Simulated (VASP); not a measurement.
BaMg2Re2, 10 atoms in the cell. It takes space group P4/nmm (No. 129, tetragonal). Conventional cell: a = 4.553 Å, b = 4.553 Å, c = 11.028 Å, α = 90.00°, β = 90.00°, γ = 90.00°. Within 3.4 Å of Re (site symmetry 4mm) lie 5 Mg at 2.60 to 2.71 Å. Re (site symmetry -4m2) has 4 Mg at 2.70 Å and 4 Re at 3.22 Å and 4 Ba at 3.55 Å within 3.6 Å. Within 3.6 Å of Mg (site symmetry -4m2) lie 4 Re at 2.71 Å and 4 Mg at 3.22 Å. Mg (site symmetry 4mm) has 5 Re at 2.60 to 2.70 Å within 3.4 Å. Ba (site symmetry 4mm) has 9 Mg at 3.46 to 4.17 Å and 9 Re at 3.48 to 4.26 Å and 4 Ba at 4.55 Å within 4.6 Å. 

| Quantity | Value |
| --- | --- |
| Program | VASP 6.6.1 |
| Task | single point |
| Functional | PBE |
| Potentials or basis | VASP PAW PBE potentials, release 64 (Re, Mg, Ba_sv) |
| Cutoff | 520 eV |
| k mesh | 4 × 4 × 2 |
| Occupations | fermi-dirac, width 0.1 eV |
| Spin | no spin polarisation |
| Dipole correction | no |
| Further INCAR settings | ALGO = Normal; EDIFF = 1e-06; NBANDS = 39 |

Potentials or basis: VASP PAW PBE potentials, release 64 (Re, Mg, Ba_sv).

Launch:

```console
$ cat potpaw_PBE.64/Re/POTCAR potpaw_PBE.64/Mg/POTCAR potpaw_PBE.64/Ba_sv/POTCAR > POTCAR
$ mpirun -np 1 vasp_std > vasp.out
```

Hardware: 1 thread of Intel(R) Xeon(R) Platinum 8488C (Sapphire Rapids) (shared host).

Question: Estimate the wall time of this run.

Answer: Run time: 3 min on 1 thread of Intel(R) Xeon(R) Platinum 8488C (Sapphire Rapids) (shared host), peak memory 0.36 GiB. Counts: scf iterations 18, k points 12.
